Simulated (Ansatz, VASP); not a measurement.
## Ca in VASP and in Ansatz

File INCAR:

```
PREC = Accurate
ENCUT = 600
EDIFF = 1E-6
ISMEAR = 0
SIGMA = 0.1
LREAL = F
LASPH = T
NELM = 100
ALGO = Normal
ISIF = 3
LWAVE = F
LCHARG = F
GGA = PE
IBRION = 2
NSW = 100
EDIFFG = -0.01
```

The input KPOINTS:

```
Automatic mesh
0
Gamma
  8 8 12
```

File POSCAR:

```
Ca
1.0
    6.8078650665      0.0000000000      0.0000000000
    0.0000000000      6.8078650665      0.0000000000
    0.0000000000      0.0000000000      3.6816721537
Ca
4
Direct
    0.0000000000      0.0000000000      0.0000000000
    0.0000000000      0.5000000000      0.0000000000
    0.5000000000      0.0000000000      0.0000000000
    0.5000000000      0.5000000000      0.5000000000
```

Input for Ansatz:

```yaml
crystal:
  lattice:
    - [6.8078650665, 0.0, 0.0]
    - [0.0, 6.8078650665, 0.0]
    - [0.0, 0.0, 3.6816721537]
  atoms:
    - { symbol: Ca, position: [0.0, 0.0, 0.0] }
    - { symbol: Ca, position: [0.0, 0.5, 0.0] }
    - { symbol: Ca, position: [0.5, 0.0, 0.0] }
    - { symbol: Ca, position: [0.5, 0.5, 0.5] }
basis:
  ecutwfc: 420
kpoints:
  mp_grid: { grid: [8, 8, 12] }
hamiltonian:
  xc: pbe
scf:
  occupations: { method: gaussian, width: 0.1 }
output:
  forces: true
  stress: true
  eigenvalues: true
relax:
  adjacent_minimum: "off"
  f_tol: 0.01
  max_steps: 80
  cell: { stress_tol: 0.05 }
```

Alike in both runs: task relaxation of cell and atoms; functional PBE; k mesh 8 × 8 × 12; occupations gaussian, width 0.1 eV; no spin polarisation.

|  | VASP | Ansatz |
| --- | --- | --- |
| version | VASP 6.6.1 | Ansatz 0.2.0 |
| potentials or method | VASP PAW PBE potentials, release 64 (Ca_sv), cutoff 600 eV | scalar-relativistic, plane waves, PAW |
| valence electrons in the cell | 40 | 40 |

|  | VASP | Ansatz | Ansatz less VASP |
| --- | --- | --- | --- |
| gap on the k mesh at the Fermi level, each at its own relaxed structure (eV) | none | none | - |
| relaxed volume (Å³/atom) | 42.96 | 42.74 | -0.221 |
| relaxed cell length with the largest relative difference (Å) | 3.693 | 3.685 | -0.0075 |

A gap of «none» marks a metal or a gap that the smearing closes.
